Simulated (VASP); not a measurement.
Set up this calculation in VASP 6.6.1, as the native input.

| Quantity | Value |
| --- | --- |
| Task | single point |
| Functional | PBEsol |
| Potentials or basis | VASP PAW PBE potentials, release 64 (Mo_sv, S) |
| Cutoff | 520 eV |
| k mesh | 11 × 11 × 11 |
| Occupations | fermi-dirac, width 0.1 eV |
| Spin | no spin polarisation |
| Dipole correction | no |
| Further INCAR settings | ALGO = Normal; EDIFF = 1e-06; NBANDS = 20 |

The structure of MoS2 lies in POSCAR:

```
MoS2
1.0
    6.3831760000      0.0000000000      0.0000000000
    5.5955395603      3.0716238175      0.0000000000
    5.5955395603      1.4348276740      2.7159054516
Mo S
1 2
Direct
    0.0000000000      0.0000000000      0.0000000000
    0.7500000000      0.7500000000      0.7500000000
    0.2500000000      0.2500000000      0.2500000000
```

The input as run:

INCAR

```
  PREC = Accurate
  ENCUT = 520
  EDIFF = 1E-6
  ISMEAR = -1
  SIGMA = 0.1
  LREAL = False
  LASPH = True
  NELM = 100
  ALGO = Normal
  ISIF = 2
  LWAVE = False
  LCHARG = False
  GGA = PS
  NBANDS = 20
```

KPOINTS

```
regular mesh
0
Gamma
  11 11 11
```

Potentials or basis: VASP PAW PBE potentials, release 64 (Mo_sv, S).

Run with:

```bash
$ cat potpaw_PBE.64/Mo_sv/POTCAR potpaw_PBE.64/S/POTCAR > POTCAR
$ mpirun -np 1 vasp_std > vasp.out
```

Results of the run:

```yaml
Pressure: 3.0 GPa
Largest_force: 0.764 eV/Å
Band_gap_on_the_k_mesh: zero (bands 13 and 14 overlap by 0.54 eV)
```

Caveat: the PAW data sets were made with another functional, which shifts forces and pressure a little.

It took 3.9 min on 1 thread of Intel(R) Xeon(R) Platinum 8488C (Sapphire Rapids), with other jobs on the host, peak memory 0.4 GiB.
